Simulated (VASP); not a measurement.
Input of a VASP 6.6.1 run:

File INCAR:

```
PREC = Accurate
ENCUT = 600
EDIFF = 1E-6
ISMEAR = -1
SIGMA = 0.02
LREAL = False
LASPH = True
NELM = 120
ALGO = Normal
ISIF = 2
LWAVE = False
LCHARG = True
GGA = CA
LELF = True
LVHAR = True
NBANDS = 16
GGA_COMPAT = False
```

Contents of KPOINTS:

```
Automatic mesh
0
Gamma
  6 6 4
```

POSCAR

```
Mg3Sb2
1.0
    4.5019835975      0.0000000000      0.0000000000
   -2.2509917987      3.8988321629      0.0000000000
    0.0000000000      0.0000000000      7.1070718894
Mg Sb
3 2
Direct
    0.3333333333      0.6666666667      0.6324754373
    0.6666666667      0.3333333333      0.3675245627
    0.0000000000      0.0000000000      0.0000000000
    0.3333333333      0.6666666667      0.2246485349
    0.6666666667      0.3333333333      0.7753514651
```

Potentials or basis: VASP PAW LDA potentials, release 64 (Mg, Sb).

The run is started by

```bash
$ cat potpaw_LDA.64/Mg/POTCAR potpaw_LDA.64/Sb/POTCAR > POTCAR
$ mpirun -np 1 vasp_std > vasp.out
```

Question: Predict the largest force.

Answer: 0.026 eV/Å.

Question: Predict the pressure.

Answer: 0.0 GPa.

Question: Estimate the band gap on the k mesh.

Answer: 0.15 eV (least direct gap 1.21 eV).

Forces on the atoms (eV/Å):
```
Mg   0.000  0.000 -0.002
Mg   0.000  0.000  0.002
Mg   0.000  0.000  0.000
Sb   0.000  0.000 -0.026
Sb   0.000  0.000  0.026
```

Caveat: semilocal functionals underestimate gaps, and a narrow one can read as zero; spin-orbit coupling is left out, which moves the levels of the heavy elements. A k mesh can miss the band edges.
